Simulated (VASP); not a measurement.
Write the native input for VASP 6.6.1 that does the following.

| Property | Result |
| --- | --- |
| Task | single point |
| Functional | PBEsol |
| Potentials or basis | VASP PAW PBE potentials, release 64 (Ta_pv) |
| Cutoff | 520 eV |
| k mesh | 9 × 9 × 13 |
| Occupations | fermi-dirac, width 0.1 eV |
| Spin | no spin polarisation |
| Dipole correction | no |
| Further INCAR settings | ALGO = Normal; EDIFF = 1e-06; NBANDS = 24 |

The structure of Ta lies in POSCAR:

```
Ta
1.0
    4.8063328528      0.0000000000      0.0000000000
   -2.4031664264      4.1624063496      0.0000000000
    0.0000000000      0.0000000000      2.6988881166
Ta
3
Direct
    0.0000000000      1.0000000000      0.0000000000
    0.3333333333      0.6666666667      0.5000000000
    0.6666666667      0.3333333333      0.5000000000
```

These files were run (other wordings do the same):

INCAR

```
ALGO     = Normal         # electronic algorithm
EDIFF    = 1E-6           # SCF threshold, eV
ENCUT    = 520            # plane-wave cutoff, eV
GGA      = PS             # functional
ISIF     = 2              # what is computed and relaxed
ISMEAR   = -1             # smearing method
LASPH    = T              # aspherical terms in the spheres
LCHARG   = T              # write CHGCAR
LELF     = T              # ELF
LREAL    = F              # projectors in reciprocal space
LVHAR    = T            
LWAVE    = F              # write WAVECAR
NBANDS   = 24             # bands
NELM     = 100            # most SCF steps
PREC     = Accurate       # precision mode
SIGMA    = 0.1            # smearing width, eV
```

KPOINTS

```
k-points
0
Gamma
  9 9 13
```

Potentials or basis: VASP PAW PBE potentials, release 64 (Ta_pv).

Command:

```sh
$ cat potpaw_PBE.64/Ta_pv/POTCAR > POTCAR
$ mpirun -np 1 vasp_std > vasp.out
```

Results of the run:

* Pressure: 0.3 GPa

Caveat: the PAW data sets were made with another functional, which shifts forces and pressure a little.

Run time: 29 s on 1 thread of Intel(R) Xeon(R) 6975P-C (Granite Rapids) (shared host), peak memory 0.22 GiB.
